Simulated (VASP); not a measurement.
Set up this calculation in VASP 6.6.1, as the native input.

```
Task                   : single point
Functional             : PBEsol
Potentials or basis    : VASP PAW PBE potentials, release 64 (Sb)
Cutoff                 : 520 eV
k mesh                 : 19 × 19 × 19
Occupations            : fermi-dirac, width 0.05 eV
Spin                   : no spin polarisation
Dipole correction      : no
Further INCAR settings : ALGO = Normal; EDIFF = 1e-07; NBANDS = 8
```

The structure of Sb lies in POSCAR:

```
Sb
1.0
   -1.4452250000      1.5196250000      2.4800000000
    1.5196250000     -1.4452250000      2.4800000000
    1.4903750000      1.4903750000     -2.4348500000
Sb
1
Direct
    0.0000000000      0.0000000000      0.0000000000
```

This cell differs from its parent crystal: equal xy, yz and zx shear strains of +3 %.

The input as run:

INCAR

```
ALGO     = Normal         # electronic algorithm
EDIFF    = 1E-7           # SCF threshold, eV
ENCUT    = 520            # plane-wave cutoff, eV
GGA      = PS             # functional
ISIF     = 2              # what is computed and relaxed
ISMEAR   = -1             # smearing method
LASPH    = T              # aspherical terms in the spheres
LCHARG   = T              # write CHGCAR
LELF     = T              # ELF
LREAL    = F              # projectors in reciprocal space
LVHAR    = T            
LWAVE    = F              # write WAVECAR
NBANDS   = 8              # bands
NELM     = 60             # most SCF steps
PREC     = Accurate       # precision mode
SIGMA    = 0.05           # smearing width, eV
```

KPOINTS

```
k-points
0
Gamma
  19 19 19
```

Potentials or basis: VASP PAW PBE potentials, release 64 (Sb).

The run is started by

```sh
$ cat potpaw_PBE.64/Sb/POTCAR > POTCAR
$ mpirun -np 1 vasp_std > vasp.out
```

It gave:

| Item | Value |
| --- | --- |
| Pressure | 15.5 GPa |
| Band gap on the k mesh | zero (an odd number of electrons rules out a gap without spin polarisation) |

Caveat: the cell differs from its parent crystal (equal xy, yz and zx shear strains of +3 %); the cell stands under pressure; the PAW data sets were made with another functional, which shifts forces and pressure a little; spin-orbit coupling is left out, which moves the levels of the heavy elements.

Wall time 68 s on 1 thread of Intel(R) Xeon(R) 6975P-C (Granite Rapids), with other jobs on the host, peak memory 0.42 GiB.
